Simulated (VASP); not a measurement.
The system is K2RbYF6.

```
K Rb Y F
1.0
     0.00000    4.75156    4.75156
     4.75156    0.00000    4.75156
     4.75156    4.75156    0.00000
K Rb Y F
2 1 1 6
Direct
  0.76578 0.76578 0.73422
  0.26578 0.26578 0.23422
  0.50002 0.50002 0.49998
  0.99758 0.99758 0.00242
  0.76179 0.21389 0.23821
  0.22352 0.22352 0.77648
  0.21389 0.76179 0.78611
  0.21389 0.76179 0.23821
  0.76179 0.21389 0.78611
  0.77142 0.77142 0.22858
```

```yaml
Program: VASP 6.6.1
Task: relaxation of cell and atoms
Functional: PBEsol
Potentials_or_basis: VASP PAW PBE potentials, release 64 (K_sv, Rb_sv, Y_sv, F)
Cutoff: 600 eV
k_mesh: 4 × 4 × 4
Occupations: gaussian, width 0.05 eV
Spin: no spin polarisation
```

At the start: pressure -0.1 GPa; volume 21.46 Å³/atom.

Where does the relaxation end?

Over 35 steps the energy falls by 27.4 meV/atom and the volume is 22.11 Å³/atom (+3.1 %); space group I4mm (No. 107, to 0.1 Å) before and after.

Step by step:
| step | energy change (eV) | largest force (eV/Å) | pressure (GPa) | volume (Å³) |
| --- | --- | --- | --- | --- |
| 1 | 0.0000 | 0.1539 | -0.11 | 214.56 |
| 2 | -0.0034 | 0.1560 | -0.01 | 214.09 |
| 3 | -0.0102 | 0.1608 | 0.34 | 212.68 |
| 4 | -0.0072 | 0.4853 | 1.11 | 209.88 |
| 5 | -0.0118 | 0.2745 | 0.61 | 211.66 |
| 6 | -0.0127 | 0.2749 | 0.61 | 211.63 |
| 7 | -0.0155 | 0.2762 | 0.62 | 211.53 |
| 8 | -0.0211 | 0.2785 | 0.64 | 211.35 |
| 9 | -0.0324 | 0.2844 | 0.69 | 210.99 |
| 10 | -0.0547 | 0.2990 | 0.79 | 210.25 |
| 11 | -0.0945 | 0.3354 | 1.06 | 208.78 |
| 12 | -0.1056 | 0.4290 | 1.92 | 205.81 |
| 13 | -0.1172 | 0.3804 | 1.43 | 207.30 |
| 14 | -0.1330 | 0.3256 | 1.33 | 207.78 |
| 15 | -0.1694 | 0.4076 | 1.06 | 209.23 |
| 16 | -0.1810 | 0.5713 | 0.68 | 212.16 |
| 17 | -0.1874 | 0.5090 | 0.81 | 210.99 |
| 18 | -0.2112 | 0.4155 | 0.69 | 212.24 |
| 19 | -0.2574 | 0.1759 | 0.42 | 216.02 |
| 20 | -0.2471 | 0.5738 | 0.12 | 223.68 |
| 21 | -0.2690 | 0.1665 | 0.26 | 219.31 |
| 22 | -0.2723 | 0.0725 | 0.05 | 220.40 |
| 23 | -0.2729 | 0.0410 | -0.08 | 221.13 |
| 24 | -0.2732 | 0.0375 | -0.02 | 220.96 |
| 25 | -0.2733 | 0.0354 | 0.02 | 220.86 |
| 26 | -0.2734 | 0.0308 | 0.01 | 220.88 |
| 27 | -0.2736 | 0.0550 | -0.02 | 220.95 |
| 28 | -0.2737 | 0.0458 | -0.01 | 220.94 |
| 29 | -0.2739 | 0.0241 | 0.01 | 220.91 |
| 30 | -0.2740 | 0.0424 | 0.04 | 220.86 |
| 31 | -0.2741 | 0.0365 | 0.02 | 220.96 |
| 32 | -0.2741 | 0.0265 | -0.01 | 221.11 |
| 33 | -0.2742 | 0.0090 | 0.01 | 221.10 |
| 34 | -0.2742 | 0.0092 | 0.01 | 221.09 |
| 35 | -0.2742 | 0.0061 | 0.00 | 221.15 |

Final structure:
```
K Rb Y F
1.0
     0.00000    4.74251    4.91623
     4.74251    0.00000    4.91623
     4.74251    4.74251    0.00000
K Rb Y F
2 1 1 6
Cartesian
  7.1138 7.1138 8.1157
  2.3713 2.3713 3.1995
  4.7425 4.7425 4.9808
  4.7425 4.7425 9.7368
  2.1436 4.7425 4.5442
  4.7425 4.7425 2.0565
  7.3414 4.7425 4.5442
  4.7425 2.1436 4.5442
  4.7425 7.3414 4.5442
  4.7425 4.7425 7.5711
```

Caveat: the PAW data sets were made with another functional, which shifts forces and pressure a little.
